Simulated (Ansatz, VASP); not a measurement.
## TiO2 in VASP and in Ansatz

POSCAR

```
TiO2
1.0
   -2.9507447088      2.9507447088      4.1750841506
    2.9507447088     -2.9507447088      4.1750841506
    2.9507447088      2.9507447088     -4.1750841506
Ti O
2 4
Direct
    0.0000000000      0.0000000000      0.0000000000
    0.7500000000      0.2500000000      0.5000000000
    0.3750000000      0.1287760861      0.2537760861
    0.8787760861      0.6250000000      0.7537760861
    0.8712239139      0.1250000000      0.2462239139
    0.8750000000      0.1212239139      0.7462239139
```

The input INCAR.step1:

```
SYSTEM = TiO2
  PREC = Accurate
  ENCUT = 600
  ISMEAR = 0
  SIGMA = 0.02
  LREAL = .FALSE.
  LASPH = .TRUE.
  NELM = 60
  GGA = PE
  ALGO = Normal
  EDIFF = 1E-4
  LWAVE = .TRUE.
  LCHARG = .FALSE.
```

File INCAR.step2:

```
SYSTEM = TiO2
  PREC = Accurate
  ENCUT = 600
  EDIFF = 1E-7
  ISMEAR = 0
  SIGMA = 0.02
  LREAL = .FALSE.
  LASPH = .TRUE.
  NELM = 60
  ALGO = Normal
  ISIF = 3
  LWAVE = .FALSE.
  LCHARG = .FALSE.
  METAGGA = R2SCAN
  LMIXTAU = .TRUE.
  IBRION = 2
  NSW = 80
  EDIFFG = -0.01
  ISTART = 1
```

File KPOINTS:

```
Automatic mesh
0
G
  6 6 6
  0 0 0
```

Input for Ansatz:

```yaml
crystal:
  lattice:
    - [-2.9507447088, 2.9507447088, 4.1750841506]
    - [2.9507447088, -2.9507447088, 4.1750841506]
    - [2.9507447088, 2.9507447088, -4.1750841506]
  atoms:
    - { symbol: Ti, position: [0.0, 0.0, 0.0] }
    - { symbol: Ti, position: [0.75, 0.25, 0.5] }
    - { symbol: O, position: [0.375, 0.1287760861, 0.2537760861] }
    - { symbol: O, position: [0.8787760861, 0.625, 0.7537760861] }
    - { symbol: O, position: [0.8712239139, 0.125, 0.2462239139] }
    - { symbol: O, position: [0.875, 0.1212239139, 0.7462239139] }
basis:
  ecutwfc: 500
kpoints:
  mp_grid: { grid: [6, 6, 6] }
hamiltonian:
  xc: r2scan
scf:
  occupations: { method: gaussian, width: 0.02 }
output:
  forces: true
  stress: true
  eigenvalues: true
relax:
  adjacent_minimum: "off"
  f_tol: 0.01
  max_steps: 60
  cell: { stress_tol: 0.1 }
```

Alike in both runs: task relaxation of cell and atoms; functional r2SCAN; k mesh 6 × 6 × 6; occupations gaussian, width 0.02 eV; no spin polarisation.

|  | VASP | Ansatz |
| --- | --- | --- |
| version | VASP 6.6.1 | Ansatz 0.2.0 |
| potentials or method | VASP PAW PBE potentials, release 64 (Ti_sv, O), cutoff 600 eV | scalar-relativistic, plane waves, PAW |
| valence electrons in the cell | 48 | 48 |

VASP gave:

```
gap on the k mesh at the Fermi level, each at its own relaxed structure (eV) : 3.77
relaxed volume (Å³/atom)                                                     : 24.32
relaxed length of the cell vector where the two differ most in proportion (Å)              : 5.910
```

Problem. What did Ansatz give for the same quantities?

Solution. gap on the k mesh at the Fermi level, each at its own relaxed structure (eV): 3.78; relaxed volume (Å³/atom): 24.23; relaxed length of the cell vector where the two differ most in proportion (Å): 5.903.

VASP's potentials were made for PBE, not for r2SCAN.
